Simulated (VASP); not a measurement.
FeNi3, 4 atoms in the cell. Symmetry: I4/mmm, No. 139, tetragonal system. Conventional cell: a = 3.534 Å, b = 3.534 Å, c = 7.079 Å, α = 90.00°, β = 90.00°, γ = 90.00°. Fe (site symmetry 4/mmm) has 12 Ni at 2.50 Å within 3.3 Å. Within 3.3 Å of Ni (site symmetry 4/mmm) lie 4 Fe at 2.50 Å and 8 Ni at 2.50 Å. Ni (site symmetry -4m2) has 8 Ni at 2.50 Å and 4 Fe at 2.50 Å within 3.3 Å. 

* Program: VASP 6.6.1
* Task: single point
* Functional: LDA
* Potentials or basis: VASP PAW LDA potentials, release 64 (Fe, Ni)
* Cutoff: 520 eV
* k mesh: 9 × 9 × 9
* Occupations: gaussian, width 0.1 eV
* Spin: collinear spin, ferromagnetic start
* Starting moments: [3.5, 1.5, 1.5, 1.5] μB
* Dipole correction: no
* Further INCAR settings: ALGO = Normal; EDIFF = 1e-07; NBANDS = 31

Potentials or basis: VASP PAW LDA potentials, release 64 (Fe, Ni).

Launch:

```console
$ cat potpaw_LDA.64/Fe/POTCAR potpaw_LDA.64/Ni/POTCAR > POTCAR
$ mpirun -np 1 vasp_std > vasp.out
```

Hardware: 1 thread of Intel(R) Xeon(R) Platinum 8488C (Sapphire Rapids) (shared host).

Problem. How long does it take, and how much memory?

Solution. Run time: 2.9 min on 1 thread of Intel(R) Xeon(R) Platinum 8488C (Sapphire Rapids) (shared host), peak memory 0.28 GiB. Counts: scf iterations 17, k points 75.
